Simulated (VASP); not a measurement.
# InAs (F-43m) in VASP: notebook, part 2 of 2

VASP 6.6.1. The steps go on from the part before.

## Step 3: Vibrations by perturbation theory, LDA (26.81 Å³/atom)

This run uses another cell than the first one, of 26.81 Å³/atom.

The input, INCAR:

```
ALGO = Normal
EDIFF = 1E-8
ENCUT = 520
IBRION = 8
ISIF = 2
ISMEAR = -1
LASPH = T
LCHARG = F
LREAL = F
LWAVE = F
NELM = 80
NSW = 1
PREC = Accurate
SIGMA = 0.15
```

The input, KPOINTS:

```
k-points
0
Gamma
  12 12 12
```

The input, POSCAR:

```
InAs
1.0
    0.0000000000      2.9930800183      2.9930800183
    2.9930800183      0.0000000000      2.9930800183
    2.9930800183      2.9930800183      0.0000000000
In As
1 1
Direct
    0.0000000000      0.0000000000      0.0000000000
    0.7500000000      0.7500000000      0.7500000000
```

Potentials or basis: VASP PAW LDA potentials, release 64 (In_d, As).

Run with:

```
cat potpaw_LDA.64/In_d/POTCAR potpaw_LDA.64/As/POTCAR > POTCAR
mpirun -np 1 vasp_std > vasp.out
```

OUTCAR:

```text
EDIFF = 1E-8
   ENCUT = 520
   IBRION = 8
   ISIF = 2
   ISMEAR = -1
   LASPH = T
   LREAL = F
   NELM = 80
   NSW = 1
   PREC = Accurate

 ion  position               nearest neighbor table
   1  0.000  0.000  0.000-   2 2.59   2 2.59   2 2.59   2 2.59
   2  0.750  0.750  0.750-   1 2.59   1 2.59   1 2.59   1 2.59

  LATTYP: Found a face centered cubic cell.
 ALAT       =     5.9861600366

  Lattice vectors:

 A1 = (   0.0000000000,   2.9930800183,   2.9930800183)
 A2 = (   2.9930800183,   0.0000000000,   2.9930800183)
 A3 = (   2.9930800183,   2.9930800183,   0.0000000000)

Analysis of symmetry for initial positions (statically):
=====================================================================
 Subroutine PRICEL returns:
 Original cell was already a primitive cell.

 Routine SETGRP: Setting up the symmetry group for a
 face centered cubic supercell.

 Subroutine GETGRP returns: Found 24 space group operations
 (whereof 24 operations were pure point group operations)
 out of a pool of 48 trial point group operations.

The static configuration has the point symmetry T_d .

Analysis of symmetry for dynamics (positions and initial velocities):
=====================================================================
 Subroutine PRICEL returns:
 Original cell was already a primitive cell.

 Routine SETGRP: Setting up the symmetry group for a
 face centered cubic supercell.

 Subroutine GETGRP returns: Found 24 space group operations
 (whereof 24 operations were pure point group operations)
 out of a pool of 48 trial point group operations.

The dynamic configuration has the point symmetry T_d .

 Subroutine INISYM returns: Found 24 space group operations
 (whereof 24 operations are pure point group operations),
 and found     1 'primitive' translations
[... 562 lines left out ...]

  FREE ENERGIE OF THE ION-ELECTRON SYSTEM (eV)
  ---------------------------------------------------
  free  energy   TOTEN  =        -9.0252480471 eV

  energy  without entropy=       -9.0223279808  energy(sigma->0) =       -9.02378801

[... ionic steps 2 to 3 ...]

--------------------------------------- Ionic step        4  -------------------------------------------

------------------------ aborting loop because EDIFF is reached ----------------------------------------

[... ionic steps 5 to 6 ...]

--------------------------------------- Ionic step        7  -------------------------------------------

 Free energy of the ion-electron system (eV)
  ---------------------------------------------------
  ---------------------------------------------------
  free energy    TOTEN  =        -0.04619272 eV

  energy without entropy =       -0.04619272

------------------------ aborting loop because EDIFF is reached ----------------------------------------

 INTERNAL STRAIN TENSOR  FOR ION    2  DIRECTION 1   (eV/Angst):
 -----------------------------------------------------------------------------
    -0.00219  0.00000  0.00000
     0.00000  0.00204  8.61866
     0.00000  8.61866  0.00204

 INTERNAL STRAIN TENSOR FOR ION    2 for displacements in x,y,z  (eV/Angst):
          X           Y           Z          XY          YZ          ZX
  --------------------------------------------------------------------------------
  x    -0.00000     0.00000     0.00000     0.00000     8.61866     0.00000
  y     0.00000    -0.00000     0.00000     0.00000     0.00000     8.61866
  z     0.00000     0.00000    -0.00000     8.61866     0.00000     0.00000

 SECOND DERIVATIVES (NOT SYMMETRIZED)
 ------------------------------------
               1X          1Y          1Z          2X          2Y          2Z
  1X    -8.172147    0.000000    0.000000    8.172147    0.000000    0.000000
  1Y     0.000000   -8.172147    0.000000    0.000000    8.172147    0.000000
  1Z     0.000000    0.000000   -8.172147    0.000000    0.000000    8.172147
  2X     8.178757    0.000000    0.000000   -8.178757    0.000000    0.000000
  2Y     0.000000    8.178757    0.000000    0.000000   -8.178757    0.000000
  2Z     0.000000    0.000000    8.178757    0.000000    0.000000   -8.178757

 Eigenvectors and eigenvalues of the dynamical matrix
 ----------------------------------------------------

   1 f  =    6.638858 THz    41.713173 2PiTHz  221.448458 cm-1    27.456097 meV
             X         Y         Z           dx          dy          dz
      0.000000  0.000000  0.000000     0.000000    0.000000   -0.628227
      4.489620  4.489620  4.489620     0.000000    0.000000    0.778030
[... 21 lines left out ...]
   6 f/i=    0.001312 THz     0.008241 2PiTHz    0.043751 cm-1     0.005424 meV
             X         Y         Z           dx          dy          dz
      0.000000  0.000000  0.000000     0.153445   -0.676888   -0.351580
      4.489620  4.489620  4.489620     0.123901   -0.546559   -0.283886

--------------------------------------------------------------------------------------------------------

 ELASTIC MODULI CONTR FROM IONIC RELAXATION (kBar)
 Direction    XX          YY          ZZ          XY          YZ          ZX
 --------------------------------------------------------------------------------
 XX          -0.0000     -0.0000     -0.0000      0.0000      0.0000     -0.0000
 YY          -0.0000     -0.0000     -0.0000      0.0000      0.0000      0.0000
 ZZ          -0.0000     -0.0000     -0.0000      0.0000      0.0000     -0.0000
 XY           0.0000      0.0000      0.0000   -267.9262      0.0000      0.0000
 YZ           0.0000      0.0000      0.0000      0.0000   -267.9262      0.0000
 ZX          -0.0000      0.0000     -0.0000      0.0000      0.0000   -267.9262
 --------------------------------------------------------------------------------
```

stdout:

```text
POSCAR found type information on POSCAR InAs
 POSCAR found :  2 types and       2 ions
 scaLAPACK will be used
 LDA part: xc-table for (Slater(with rela. corr.)+CA(PZ))
 , standard interpolation
 POSCAR, INCAR and KPOINTS ok, starting setup
 FFT: planning ... GRIDC
 FFT: planning ... GRID_SOFT
 FFT: planning ... GRID
 WAVECAR not read
 entering main loop
 Linear response reoptimize wavefunctions to high precision
 Linear response DOF=           2
 Linear response progress:
 first order change of Fermi-energy  -0.31115E-04
 force on displaced ion       1 direction 1 :  -8.172  -0.000  -0.000
 Linear response progress:
 first order change of Fermi-energy   0.24285E-03
 force on displaced ion       2 direction 1 :  -8.179   0.000   0.000
 Linear response finished
```

Run time: 3 min. Hardware: 1 thread of Intel Xeon 6975P-C (Granite Rapids), shared host; peak memory 0.53 GiB.

What came out:

- Highest phonon frequency at Γ, LO-TO splitting left out: 221 cm⁻¹

Phonon frequencies in cm⁻¹ (negative: imaginary):
| q point | frequencies |
| --- | --- |
| (0.000, 0.000, 0.000) | 0 0 0 221 221 221 |

Caveat: the cell stands under pressure or tension, which shifts response properties; spin-orbit coupling is left out, which moves the levels of the heavy elements.

## Step 4: Vibrations by perturbation theory, LDA

This run uses another cell than the first one, of 27.36 Å³/atom.

The input, INCAR:

```
SYSTEM = InAs
ALGO = Normal ; EDIFF = 1E-8
ENCUT = 520 ; GGA = CA
IBRION = 8 ; ISIF = 2
ISMEAR = -1 ; LASPH = .TRUE.
LCHARG = .FALSE. ; LREAL = .FALSE.
LWAVE = .FALSE. ; NBANDS = 16
NELM = 60 ; NSW = 1
PREC = Accurate ; SIGMA = 0.15
```

The input, KPOINTS:

```
k-points
0
G
  12 12 12
  0 0 0
```

The input, POSCAR:

```
InAs
1.0
    0.0000000000      3.0133041454      3.0133041454
    3.0133041454      0.0000000000      3.0133041454
    3.0133041454      3.0133041454      0.0000000000
In As
1 1
Direct
    0.0000000000      0.0000000000      0.0000000000
    0.7500000000      0.7500000000      0.7500000000
```

Potentials or basis: VASP PAW LDA potentials, release 64 (In_d, As).

Run with:

```
cat potpaw_LDA.64/In_d/POTCAR potpaw_LDA.64/As/POTCAR > POTCAR
mpirun -np 1 vasp_std > vasp.out
```

OUTCAR:

```text
SYSTEM = InAs
   EDIFF = 1E-8
   ENCUT = 520
   GGA = CA
   IBRION = 8
   ISIF = 2
   ISMEAR = -1
   LASPH = .TRUE.
   LREAL = .FALSE.
   NELM = 60
   NSW = 1
   PREC = Accurate

 ion  position               nearest neighbor table
   1  0.000  0.000  0.000-   2 2.61   2 2.61   2 2.61   2 2.61
   2  0.750  0.750  0.750-   1 2.61   1 2.61   1 2.61   1 2.61

  LATTYP: Found a face centered cubic cell.
 ALAT       =     6.0266082908

  Lattice vectors:

 A1 = (   0.0000000000,   3.0133041454,   3.0133041454)
 A2 = (   3.0133041454,   0.0000000000,   3.0133041454)
 A3 = (   3.0133041454,   3.0133041454,   0.0000000000)

Analysis of symmetry for initial positions (statically):
=====================================================================
 Subroutine PRICEL returns:
 Original cell was already a primitive cell.

[... 685 lines left out ...]

 INTERNAL STRAIN TENSOR  FOR ION    2  DIRECTION 1   (eV/Angst):
 -----------------------------------------------------------------------------
    -0.00187  0.00000  0.00000
     0.00000  0.00188  7.81466
     0.00000  7.81466  0.00188

 INTERNAL STRAIN TENSOR FOR ION    2 for displacements in x,y,z  (eV/Angst):
          X           Y           Z          XY          YZ          ZX
  --------------------------------------------------------------------------------
  x    -0.00000     0.00000     0.00000     0.00000     7.81466     0.00000
  y     0.00000    -0.00000     0.00000     0.00000     0.00000     7.81466
  z     0.00000     0.00000    -0.00000     7.81466     0.00000     0.00000

 SECOND DERIVATIVES (NOT SYMMETRIZED)
 ------------------------------------
               1X          1Y          1Z          2X          2Y          2Z
  1X    -7.704408    0.000000    0.000000    7.704408    0.000000    0.000000
  1Y     0.000000   -7.704408    0.000000    0.000000    7.704408    0.000000
  1Z     0.000000    0.000000   -7.704408    0.000000    0.000000    7.704408
  2X     7.750106    0.000000    0.000000   -7.750106    0.000000    0.000000
  2Y     0.000000    7.750106    0.000000    0.000000   -7.750106    0.000000
  2Z     0.000000    0.000000    7.750106    0.000000    0.000000   -7.750106

 Eigenvectors and eigenvalues of the dynamical matrix
 ----------------------------------------------------

   1 f  =    6.456053 THz    40.564580 2PiTHz  215.350762 cm-1    26.700080 meV
             X         Y         Z           dx          dy          dz
      0.000000  0.000000  0.000000     0.000000    0.627256   -0.000000
      4.519956  4.519956  4.519956     0.000000   -0.778813   -0.000000
[... 21 lines left out ...]
   6 f/i=    0.009326 THz     0.058597 2PiTHz    0.311082 cm-1     0.038569 meV
             X         Y         Z           dx          dy          dz
      0.000000  0.000000  0.000000     0.011625   -0.171114    0.759693
      4.519956  4.519956  4.519956     0.009363   -0.137816    0.611858

--------------------------------------------------------------------------------------------------------

 ELASTIC MODULI CONTR FROM IONIC RELAXATION (kBar)
 Direction    XX          YY          ZZ          XY          YZ          ZX
 --------------------------------------------------------------------------------
 XX          -0.0000      0.0000      0.0000      0.0000      0.0000     -0.0000
 YY           0.0000     -0.0000      0.0000     -0.0000     -0.0000      0.0000
 ZZ           0.0000      0.0000     -0.0000      0.0000     -0.0000     -0.0000
 XY           0.0000     -0.0000      0.0000   -228.2729     -0.0000      0.0000
 YZ           0.0000     -0.0000     -0.0000     -0.0000   -228.2729      0.0000
 ZX          -0.0000      0.0000     -0.0000      0.0000      0.0000   -228.2729
 --------------------------------------------------------------------------------
```

OSZICAR:

```text
N       E                     dE             d eps       ncg     rms          rms(c)
DAV:   1     0.116030405199E+03    0.11603E+03   -0.84254E+03  2304   0.123E+03
DAV:   2    -0.107009107074E+01   -0.11710E+03   -0.11205E+03  2464   0.304E+02
DAV:   3    -0.913077454497E+01   -0.80607E+01   -0.80149E+01  2984   0.781E+01
DAV:   4    -0.933820700802E+01   -0.20743E+00   -0.20738E+00  2784   0.137E+01
[... 43 lines left out ...]
RMM:   9    -0.461575502657E-01   -0.66238E-06   -0.10484E-08 17461   0.373E-04    0.833E-05
RMM:  10    -0.461576514212E-01   -0.10116E-06    0.96502E-08 18611   0.147E-04    0.749E-05
RMM:  11    -0.461576406186E-01    0.10803E-07   -0.63853E-08 19472   0.592E-05    0.221E-05
RMM:  12    -0.461576549008E-01   -0.14282E-07    0.26803E-08 18166   0.228E-05    0.808E-06
RMM:  13    -0.461576512974E-01    0.36034E-08   -0.15200E-08 18715   0.988E-06    0.171E-06
 Linear response finished
```

It took 3.8 min on 1 thread of Intel Xeon 6975P-C (Granite Rapids), shared host; peak memory 0.59 GiB.

What came out:

| Quantity | Value |
| --- | --- |
| Highest phonon frequency at Γ, LO-TO splitting left out | 215 cm⁻¹ |

Phonon frequencies in cm⁻¹ (negative: imaginary):
```csv
q point,frequencies
"(0.000, 0.000, 0.000)",0 0 0 215 215 215
```

Caveat: spin-orbit coupling is left out, which moves the levels of the heavy elements.
